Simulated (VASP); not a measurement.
A run of VASP 6.6.1 is set up as follows.

INCAR

```
ALGO = Normal
EDIFF = 1E-6
ENCUT = 520
GGA = PE
ISIF = 2
ISMEAR = 0
ISPIN = 2
LASPH = T
LCHARG = F
LMAXMIX = 4
LORBIT = 11
LREAL = F
LWAVE = F
MAGMOM = 0 0 0 2
NBANDS = 22
NELM = 150
PREC = Accurate
SIGMA = 0.1
```

KPOINTS

```
k-points
0
Gamma
  6 6 6
```

The input POSCAR:

```
Be3V
1.0
    0.0000000000      2.6644846506      2.6644846506
    2.6644846506      0.0000000000      2.6644846506
    2.6644846506      2.6644846506      0.0000000000
Be V
3 1
Direct
    0.5000000000      0.5000000000      0.5000000000
    0.2500000000      0.2500000000      0.2500000000
    0.7500000000      0.7500000000      0.7500000000
    0.0000000000      0.0000000000      0.0000000000
```

Potentials or basis: VASP PAW PBE potentials, release 64 (Be, V_sv).

Launch:

```sh
$ cat potpaw_PBE.64/Be/POTCAR potpaw_PBE.64/V_sv/POTCAR > POTCAR
$ mpirun -np 1 vasp_std > vasp.out
```

Q: Estimate the net moment.

A: 0.58 μB per cell.

Q: Estimate the pressure.

A: 0.1 GPa.

Q: Predict the site moments.

A: Be -0.02, -0.00 (each value once); V +0.57 μB.
